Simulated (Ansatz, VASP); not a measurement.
**Two plane-wave programs on Sn**

```
CELL_PARAMETERS angstrom
0.00000 3.23777 3.23777
3.23777 0.00000 3.23777
3.23777 3.23777 0.00000
ATOMIC_POSITIONS crystal
Sn 0.50000 0.50000 0.50000
Sn 0.75000 0.75000 0.75000
```

Alike in both runs: functional LDA; k mesh 10 × 10 × 10; occupations fermi-dirac, width 0.1 eV; no spin polarisation.

Ansatz relaxed the structure, and its values are those at the end. VASP's run is a single point on that final structure, the one shown.

|  | VASP | Ansatz |
| --- | --- | --- |
| version | VASP 6.6.1 | Ansatz 0.2.0 |
| potentials or method | VASP PAW LDA potentials, release 64 (Sn_d) | PAW with Ansatz's default frozen-core files, scalar-relativistic |
| plane-wave cutoff (eV) | 520 | 420 |
| valence electrons in the cell | 28 | 28 |

|  | VASP | Ansatz | Ansatz less VASP |
| --- | --- | --- | --- |
| pressure (GPa) | 0.0 | 0.0 | +0.01 |

LDA's correlation is that of Perdew and Zunger in VASP and of Perdew and Wang (1992) in Ansatz.
